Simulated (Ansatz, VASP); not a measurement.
## One calculation of TaC, two programs

Contents of POSCAR:

```
TaC
1.0
    3.1550454407      0.0000000000      0.0000000000
    0.0000000000      3.1550454407      0.0000000000
    0.0000000000      0.0000000000     28.3857241563
Ta C
7 7
Direct
    0.5000000000      0.5000000000      0.2642173213
    0.0000000000      0.0000000000      0.3428115475
    0.5000000000      0.5000000000      0.4214057738
    0.0000000000      0.0000000000      0.5000000000
    0.5000000000      0.5000000000      0.5785942262
    0.0000000000      0.0000000000      0.6571884525
    0.5000000000      0.5000000000      0.7357826787
    0.0000000000      0.0000000000      0.2642173213
    0.5000000000      0.5000000000      0.3428115475
    0.0000000000      0.0000000000      0.4214057738
    0.5000000000      0.5000000000      0.5000000000
    0.0000000000      0.0000000000      0.5785942262
    0.5000000000      0.5000000000      0.6571884525
    0.0000000000      0.0000000000      0.7357826787
```

The input INCAR.step1:

```
SYSTEM = TaC
PREC = Accurate ; ENCUT = 580
ISMEAR = 0 ; SIGMA = 0.1
LREAL = .False. ; LASPH = .True.
NELM = 120 ; LDIPOL = .True.
IDIPOL = 3 ; DIPOL = 0.5 0.5 0.500
NBANDS = 66 ; GGA = PE
ALGO = Normal ; EDIFF = 1E-5
LWAVE = .True. ; LCHARG = .False.
GGA_COMPAT = .False. ; NELMDL = -8
```

INCAR.step2

```
SYSTEM = TaC
PREC = Accurate ; ENCUT = 580
EDIFF = 1E-6 ; ISMEAR = 0
SIGMA = 0.1 ; LREAL = .False.
LASPH = .True. ; NELM = 120
ALGO = Normal ; ISIF = 2
LWAVE = .False. ; LCHARG = .False.
LDIPOL = .True. ; IDIPOL = 3
DIPOL = 0.5 0.5 0.500 ; METAGGA = R2SCAN
LMIXTAU = .True. ; NBANDS = 66
ISTART = 1 ; GGA_COMPAT = .False.
```

Contents of KPOINTS:

```
Automatic mesh
0
Gamma
  11 11 1
  0 0 0
```

Input for Ansatz:

```yaml
crystal:
  lattice:
    - [3.1550454407, 0.0, 0.0]
    - [0.0, 3.1550454407, 0.0]
    - [0.0, 0.0, 28.3857241563]
  atoms:
    - { symbol: Ta, position: [0.5, 0.5, 0.2642173213] }
    - { symbol: C, position: [0.0, 0.0, 0.2642173213] }
    - { symbol: Ta, position: [0.0, 0.0, 0.3428115475] }
    - { symbol: C, position: [0.5, 0.5, 0.3428115475] }
    - { symbol: Ta, position: [0.5, 0.5, 0.4214057738] }
    - { symbol: C, position: [0.0, 0.0, 0.4214057738] }
    - { symbol: Ta, position: [0.0, 0.0, 0.5] }
    - { symbol: C, position: [0.5, 0.5, 0.5] }
    - { symbol: Ta, position: [0.5, 0.5, 0.5785942262] }
    - { symbol: C, position: [0.0, 0.0, 0.5785942262] }
    - { symbol: Ta, position: [0.0, 0.0, 0.6571884525] }
    - { symbol: C, position: [0.5, 0.5, 0.6571884525] }
    - { symbol: Ta, position: [0.5, 0.5, 0.7357826787] }
    - { symbol: C, position: [0.0, 0.0, 0.7357826787] }
basis:
  ecutwfc: 500
kpoints:
  mp_grid: { grid: [11, 11, 1] }
hamiltonian:
  xc: r2scan
scf:
  occupations: { method: gaussian, width: 0.1 }
output:
  forces: true
  stress: true
  eigenvalues: true
  write_density: true
  write_potential: true
  elf: true
  volumetric_format: npy
efield:
  axis: 3
  dipole_correction: true
  ramp_width: 0.04
```

Alike in both runs: task single point; functional r2SCAN; k mesh 11 × 11 × 1; occupations gaussian, width 0.1 eV; no spin polarisation.

|  | VASP | Ansatz |
| --- | --- | --- |
| version | VASP 6.6.1 | Ansatz 0.2.0 |
| potentials or method | VASP PAW PBE potentials, release 64 (Ta_pv, C), cutoff 580 eV | scalar-relativistic, plane waves, PAW |
| valence electrons in the cell | 105 | 119 |

```tsv
	VASP	Ansatz	Ansatz less VASP
gap on the k mesh at the Fermi level (eV)	none	none	-
rms of the force components (eV/Å)	0.691	0.699	+0.0079
```

VASP's potentials were made for PBE, not for r2SCAN. A gap of «none» marks a metal or a gap that the smearing closes. With one functional, cell and mesh, what is left measures potentials, basis and numerics. VASP's potentials hold 105 valence electrons a cell and Ansatz's 119, so a difference there can come from the potentials and not from the codes. Ansatz's warnings: xc potential rough in thin density.

Spin-orbit coupling is off throughout.
